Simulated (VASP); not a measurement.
Wanted: the native input for a VASP 6.6.1 run.

| Property | Result |
| --- | --- |
| Task | single point |
| Functional | PBEsol |
| Potentials or basis | VASP PAW PBE potentials, release 64 (Na_pv) |
| Cutoff | 520 eV |
| k mesh | 16 × 16 × 16 |
| Occupations | gaussian, width 0.15 eV |
| Spin | no spin polarisation |
| Dipole correction | no |
| Further INCAR settings | ALGO = Fast; EDIFF = 1e-06; NBANDS = 10 |

The structure of Na lies in POSCAR:

```
Na
1.0
   -1.8946500000      1.8946500000      2.7427000000
    1.8946500000     -1.8946500000      2.7427000000
    1.8946500000      1.8946500000     -2.7427000000
Na
1
Direct
    0.0000000000      0.0000000000      0.0000000000
```

One way to write it, as run:

INCAR

```
PREC     = Accurate       # precision mode
ENCUT    = 520            # plane-wave cutoff, eV
EDIFF    = 1E-6           # SCF threshold, eV
ISMEAR   = 0              # smearing method
SIGMA    = 0.15           # smearing width, eV
LREAL    = False          # projectors in reciprocal space
LASPH    = True           # aspherical terms in the spheres
NELM     = 60             # most SCF steps
ALGO     = Fast           # electronic algorithm
ISIF     = 2              # what is computed and relaxed
LWAVE    = False          # write WAVECAR
LCHARG   = True           # write CHGCAR
GGA      = PS             # functional
LELF     = True           # ELF
LVHAR    = True         
NBANDS   = 10             # bands
```

KPOINTS

```
regular mesh
0
Gamma
  16 16 16
```

Potentials or basis: VASP PAW PBE potentials, release 64 (Na_pv).

Command:

```sh
$ cat potpaw_PBE.64/Na_pv/POTCAR > POTCAR
$ mpirun -np 1 vasp_std > vasp.out
```

Results of the run:

* Pressure: -0.5 GPa

Caveat: the PAW data sets were made with another functional, which shifts forces and pressure a little.

It took 88 s on 1 thread of Intel(R) Xeon(R) Platinum 8488C (Sapphire Rapids), on a shared host, peak memory 0.24 GiB.
